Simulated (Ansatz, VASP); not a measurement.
Bi in VASP and in Ansatz

Contents of INCAR:

```
SYSTEM = Bi
PREC = Accurate ; ENCUT = 520
EDIFF = 1E-7 ; ISMEAR = 0
SIGMA = 0.1 ; LREAL = .FALSE.
LASPH = .TRUE. ; NELM = 80
ALGO = Normal ; ISIF = 2
LWAVE = .FALSE. ; LCHARG = .FALSE.
GGA = PS ; NBANDS = 14
```

Contents of KPOINTS:

```
regular mesh
0
G
  16 16 16
  0 0 0
```

Contents of POSCAR:

```
Bi
1.0
   -1.9952012033      1.9952012033      1.9952012033
    1.9952012033     -1.9952012033      1.9952012033
    1.9952012033      1.9952012033     -1.9952012033
Bi
1
Direct
    0.0000000000      0.0000000000      0.0000000000
```

Input for Ansatz:

```yaml
crystal:
  lattice:
    - [-1.9952012033, 1.9952012033, 1.9952012033]
    - [1.9952012033, -1.9952012033, 1.9952012033]
    - [1.9952012033, 1.9952012033, -1.9952012033]
  atoms:
    - { symbol: Bi, position: [0.0, 0.0, 0.0] }
basis:
  ecutwfc: 420
kpoints:
  mp_grid: { grid: [16, 16, 16] }
hamiltonian:
  xc: pbesol
scf:
  occupations: { method: gaussian, width: 0.1 }
output:
  forces: true
  stress: true
  eigenvalues: true
```

Alike in both runs: task single point; functional PBEsol; k mesh 16 × 16 × 16; occupations gaussian, width 0.1 eV; no spin polarisation.

```csv
,VASP,Ansatz
version,VASP 6.6.1,Ansatz 0.2.0
potentials or method,"VASP PAW PBE potentials, release 64 (Bi_d), cutoff 520 eV","scalar-relativistic, plane waves, PAW"
valence electrons in the cell,15,15
```

|  | VASP | Ansatz | Ansatz less VASP |
| --- | --- | --- | --- |
| gap on the k mesh at the Fermi level (eV) | none | none | - |
| pressure (GPa) | -3.0 | -3.0 | +0.07 |

VASP's potentials were made for PBE, not for PBEsol. A gap of «none» marks a metal or a gap that the smearing closes. With one functional, cell and mesh, what is left measures potentials, basis and numerics.

Spin-orbit coupling is off throughout.
